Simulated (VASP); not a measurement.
Au, 1 atom in the cell. It takes space group Im-3m (No. 229, cubic). Conventional cell: a = 3.414 Å, b = 3.414 Å, c = 3.414 Å, α = 90.00°, β = 90.00°, γ = 90.00°. Within 3.9 Å of Au (site symmetry m-3m) lie 14 Au at 2.96 to 3.41 Å.  This cell differs from its parent crystal: strain +0.030 along x and y, +0.030 along z.

* Program: VASP 6.6.1
* Task: single point
* Functional: r2SCAN
* Potentials or basis: VASP PAW PBE potentials, release 64 (Au)
* Cutoff: 520 eV
* k mesh: 20 × 20 × 20
* Occupations: gaussian, width 0.15 eV
* Spin: no spin polarisation
* Dipole correction: no
* Further INCAR settings: ALGO = Normal; EDIFF = 1e-06; NBANDS = 12

Potentials or basis: VASP PAW PBE potentials, release 64 (Au).

Command:

```sh
$ cat potpaw_PBE.64/Au/POTCAR > POTCAR
$ cp INCAR.step1 INCAR
$ mpirun -np 1 vasp_std > vasp.out
$ cp INCAR.step2 INCAR
$ mpirun -np 1 vasp_std > vasp.out
```

Hardware: 1 thread of Intel(R) Xeon(R) Platinum 8259CL CPU @ 2.50GHz (Skylake/Cascade Lake), on a shared host.

Problem. Estimate the wall time of this run.

Solution. Wall time 2.7 min on 1 thread of Intel(R) Xeon(R) Platinum 8259CL CPU @ 2.50GHz (Skylake/Cascade Lake), with other jobs on the host, peak memory 0.19 GiB. Counts: k points 256.
